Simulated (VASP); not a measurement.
# Sn6Ge (P6/m) in VASP: single point with PBE

Aim: the single point of Sn6Ge with PBE.

Everything below comes from runs of VASP 6.6.1. Logs are shortened: lines on timing, memory, paths and dates and some standing lists are left out, and cuts for length are marked.

## (1) The cell of the first run

It takes space group P6/m (No. 175, hexagonal). The conventional cell has a = 8.491 Å, b = 8.491 Å, c = 3.017 Å, α = 90.00°, β = 90.00°, γ = 120.00°. Sn (site symmetry m) has 7 Sn at 3.02 to 3.30 Å and 1 Ge at 3.14 Å within 4.0 Å. Ge (site symmetry 6/m) has 2 Ge at 3.02 Å and 6 Sn at 3.14 Å within 4.0 Å.

## (2) Single point, PBE

Input file INCAR:

```
SYSTEM = Sn6Ge
PREC     = Accurate       ! precision mode
ENCUT    = 520            ! plane-wave cutoff, eV
EDIFF    = 1E-6           ! SCF threshold, eV
ISMEAR   = 0              ! smearing method
SIGMA    = 0.2            ! smearing width, eV
LREAL    = .FALSE.        ! projectors in reciprocal space
LASPH    = .TRUE.         ! aspherical terms in the spheres
NELM     = 100            ! most SCF steps
ALGO     = Fast           ! electronic algorithm
ISIF     = 2              ! what is computed and relaxed
LWAVE    = .FALSE.        ! write WAVECAR
LCHARG   = .FALSE.        ! write CHGCAR
GGA      = PE             ! functional
NBANDS   = 58             ! bands
```

Input file KPOINTS:

```
regular mesh
0
G
  3 3 6
  0 0 0
```

Input file POSCAR:

```
Sn6Ge
1.0
    8.4913311913      0.0000000000      0.0000000000
   -4.2456655956      7.3537085236      0.0000000000
    0.0000000000      0.0000000000      3.0167491206
Sn Ge
6 1
Direct
    0.8582329699      0.5797013232      0.0000000000
    0.5797013232      0.7214683532      0.0000000000
    0.1417670301      0.4202986768      0.0000000000
    0.4202986768      0.2785316468      0.0000000000
    0.2785316468      0.8582329699      0.0000000000
    0.7214683532      0.1417670301      0.0000000000
    0.0000000000      0.0000000000      0.0000000000
```

Potentials or basis: VASP PAW PBE potentials, release 64 (Sn_d, Ge_d).

Command:

```bash
$ cat potpaw_PBE.64/Sn_d/POTCAR potpaw_PBE.64/Ge_d/POTCAR > POTCAR
$ mpirun -np 1 vasp_std > vasp.out
```

OUTCAR:

```text
SYSTEM = Sn6Ge
   PREC = Accurate
   ENCUT = 520
   EDIFF = 1E-6
   ISMEAR = 0
   LREAL = .FALSE.
   LASPH = .TRUE.
   NELM = 100
   ISIF = 2
   GGA = PE

 ion  position               nearest neighbor table
   1  0.858  0.580  0.000-   2 3.14   7 3.14   5 3.14   6 3.30   4 3.30   3 3.30
   2  0.580  0.721  0.000-   1 3.14   7 3.14   6 3.14   5 3.30   3 3.30   4 3.30
   3  0.142  0.420  0.000-   4 3.14   7 3.14   6 3.14   5 3.30   2 3.30   1 3.30
   4  0.420  0.279  0.000-   3 3.14   7 3.14   5 3.14   6 3.30   1 3.30   2 3.30
   5  0.279  0.858  0.000-   1 3.14   7 3.14   4 3.14   3 3.30   2 3.30   6 3.30
   6  0.721  0.142  0.000-   3 3.14   7 3.14   2 3.14   1 3.30   4 3.30   5 3.30
   7  0.000  0.000  0.000-   1 3.14   3 3.14   2 3.14   4 3.14   5 3.14   6 3.14

  LATTYP: Found a hexagonal cell.
 ALAT       =     8.4913311913
 C/A-ratio  =     0.3552739909

  Lattice vectors:

 A1 = (   8.4913311913,   0.0000000000,   0.0000000000)
 A2 = (  -4.2456655956,   7.3537085236,   0.0000000000)
 A3 = (   0.0000000000,   0.0000000000,   3.0167491206)

Analysis of symmetry for initial positions (statically):
=====================================================================
 Subroutine PRICEL returns:
 Original cell was already a primitive cell.

 Routine SETGRP: Setting up the symmetry group for a
 hexagonal supercell.

 Subroutine GETGRP returns: Found 12 space group operations
 (whereof 12 operations were pure point group operations)
 out of a pool of 24 trial point group operations.

The static configuration has the point symmetry C_6h.

Analysis of symmetry for dynamics (positions and initial velocities):
=====================================================================
 Subroutine PRICEL returns:
 Original cell was already a primitive cell.

 Routine SETGRP: Setting up the symmetry group for a
 hexagonal supercell.

 Subroutine GETGRP returns: Found 12 space group operations
 (whereof 12 operations were pure point group operations)
 out of a pool of 24 trial point group operations.

The dynamic configuration has the point symmetry C_6h.

 Subroutine INISYM returns: Found 12 space group operations
 (whereof 12 operations are pure point group operations),
 and found     1 'primitive' translations

----------------------------------------------------------------------------------------

                                     Primitive cell
[... 92 lines left out ...]
   IBRION =     -1    ionic relax: 0-MD 1-quasi-New 2-CG
   NFREE  =      0    steps in history (QN), initial steepest desc. (CG)
   ISIF   =      2    stress and relaxation
   ISYM   =      2    0-nonsym 1-usesym 2-fastsym
   POTIM  = 0.5000    time-step for ionic-motion
   TEBEG  =    0.0;   TEEND  =   0.0 temperature during run
   PSTRESS=    0.0 pullay stress
   NELECT =      98.0000    total number of electrons
   NUPDOWN=      -1.0000    fix difference up-down
   EMIN   =  10.00;   EMAX   =-10.00  energy-range for DOS
   EFERMI =   0.00;   METHOD = LEGACY
   ISMEAR =     0;   SIGMA  =   0.20  broadening in eV -4-tet -1-fermi 0-gaus
   EFERMI_NEDOS =   21; number of points for ismear=-14 and -15
   IALGO  =     68    algorithm
   IMIX   =      4    mixing-type and parameters
     AMIX     =   0.40;   BMIX     =  1.00
     AMIX_MAG =   1.60;   BMIX_MAG =  1.00
  volume/ion in A,a.u.               =      26.91       181.60
  Fermi-wavevector in a.u.,A,eV,Ry     =   1.316668  2.488142 23.587271  1.733616
  Thomas-Fermi vector in A             =   2.446764
   LORBIT       =      0    0 simple, 1 ext, 2 COOP (PROOUT), +10 PAW based schemes
   GGA     = PE    functional components
   LHFCALC =     F    Hartree Fock is set to
   AEXX    =    0.0000 exact exchange contribution
   IVDW    =     0    specifies the selected vdW correction
   LEPSILON=     F    determine dielectric tensor
   LRPA    =     F    only Hartree local field effects (RPA)
 non-spin polarized calculation
 RMM-DIIS sequential band-by-band and
 Gauss-broadening in eV      SIGMA  =   0.20
  energy-cutoff  :      520.00
  volume of cell :      188.37
 maximum number of plane-waves:      5135
 NGX is ok and might be reduce to    64
   NGX = 31   NGY = 31   NGZ = 11

 number of electron      98.0000028 magnetization

 Free energy of the ion-electron system (eV)
  ---------------------------------------------------
  ext. energy  EPLUGINS =         0.00000000
  ---------------------------------------------------
  free energy    TOTEN  =       -27.23163192 eV

  energy without entropy =      -27.20065172  energy(sigma->0) =      -27.21614182

 E-fermi :   7.3978     XC(G=0): -10.2416

 val. band max:        7.3187313089   @ k =   0.0000   0.0000   0.3333
 cond. band min:       7.5169397206   @ k =   0.3333   0.0000   0.5000
 fundamental gap:      0.1982084117
 Fermi energy:         7.3978133147

 k-point     1 :       0.0000    0.0000    0.0000
  band No.  band energies     occupation
      1     -17.2500      2.00000
      2     -17.2332      2.00000
      3     -17.2332      2.00000
      4     -17.1965      2.00000
      5     -17.1965      2.00000
      6     -14.2724      2.00000
[... 721 lines left out ...]
     57      11.2257      0.00000
     58      11.9431      0.00000

------------------------ aborting loop because EDIFF is reached ----------------------------------------

  FORCE on cell =-STRESS in cart. coord.  units (eV):
  Direction    XX          YY          ZZ          XY          YZ          ZX
  --------------------------------------------------------------------------------------
  -------------------------------------------------------------------------------------
  Total       -0.2677651     -0.2677651     -0.9321094      0.0000001      0.0000000     -0.0000000
  in kB       -2.2774205     -2.2774205     -7.9278616      0.0000007      0.0000000     -0.0000000
  external PRESSURE =      -4.1609009 kB  Pullay stress =       0.0000000 kB

 VOLUME and BASIS-vectors are now :
 -----------------------------------------------------------------------------
  energy-cutoff  :      520.00
  volume of cell :      188.37
      direct lattice vectors                 reciprocal lattice vectors
     8.491331191  0.000000000  0.000000000     0.117767165  0.067992904  0.000000000
    -4.245665596  7.353708524  0.000000000     0.000000000  0.135985809  0.000000000
     0.000000000  0.000000000  3.016749121     0.000000000  0.000000000  0.331482652

 POSITION                                       TOTAL-FORCE (eV/Angst)
 -----------------------------------------------------------------------------------
      4.82632      4.26295      0.00000        -0.012391     -0.013628     -0.000000
      1.85932      5.30547      0.00000        -0.017998      0.003917      0.000000
     -0.58066      3.09075      0.00000         0.012391      0.013628     -0.000000
      2.38634      2.04824      0.00000         0.017998     -0.003917     -0.000000
     -1.27867      6.31120      0.00000         0.005607     -0.017545      0.000000
      5.52433      1.04251      0.00000        -0.005607      0.017545     -0.000000
      0.00000      0.00000      0.00000        -0.000000     -0.000000     -0.000000
 -----------------------------------------------------------------------------------
    total drift:                                0.000000     -0.000000      0.000000

  FREE ENERGIE OF THE ION-ELECTRON SYSTEM (eV)
  ---------------------------------------------------
  free  energy   TOTEN  =       -27.2316319150 eV

  energy  without entropy=      -27.2006517152  energy(sigma->0) =      -27.21614182
```

Run time: 1.7 min. Hardware: 1 thread of Intel Xeon 6975P-C (Granite Rapids), shared host; peak memory 0.35 GiB.

What came out:

| Property | Result |
| --- | --- |
| Free energy | -27.2316 eV |
| Pressure | -0.4 GPa |
| Largest force | 0.018 eV/Å |
| Band gap on the k mesh | zero (band 49 reaches 9.41 eV, above the bottom of band 50 at 6.07 eV) |

Forces in eV/Å, atoms in the order of the input:
```
Sn  -0.012 -0.014  0.000
Sn  -0.018  0.004  0.000
Sn   0.012  0.014  0.000
Sn   0.018 -0.004  0.000
Sn   0.006 -0.018  0.000
Sn  -0.006  0.018  0.000
Ge   0.000  0.000  0.000
```

Caveat: spin-orbit coupling is left out, which moves the levels of the heavy elements.
